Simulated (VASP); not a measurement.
Runs of VASP 6.6.1 on ZnS. Symmetry: F-43m, No. 216, cubic system. The conventional cell has a = 5.389 Å, b = 5.389 Å, c = 5.389 Å, α = 90.00°, β = 90.00°, γ = 90.00°. Within 3.1 Å of Zn (site symmetry -43m) lie 4 S at 2.33 Å. S (site symmetry -43m) has 4 Zn at 2.33 Å within 3.1 Å. 

```csv
cell,gap on the mesh (eV),pressure (GPa)
"relaxed to 2 GPa from a = 3.811 Å, angles 60.0, 60.0, 90.0°, 2 atoms",2.83,2.0
"relaxed to 10 GPa from a = 3.811 Å, angles 60.0, 60.0, 90.0°, 2 atoms",3.20,10.0
"relaxed to 4 GPa from a = 3.811 Å, angles 60.0, 60.0, 90.0°, 2 atoms",(a),4.0
"relaxed to -2 GPa from a = 3.811 Å, angles 60.0, 60.0, 90.0°, 2 atoms",2.59,-2.0
```

Alike in all rows: level r2SCAN; potentials or basis VASP PAW PBE potentials, release 64 (Zn, S); no spin polarisation; k mesh 8 × 8 × 8; smearing gaussian 0.01 eV.

Problem. Estimate the missing entries.

Solution. (a) 2.93.

Caveats: the cell is relaxed towards a set pressure, so the run minimises the enthalpy, not the energy; the PAW data sets were made with another functional, which shifts forces and pressure a little.

A k mesh can miss the band edges.
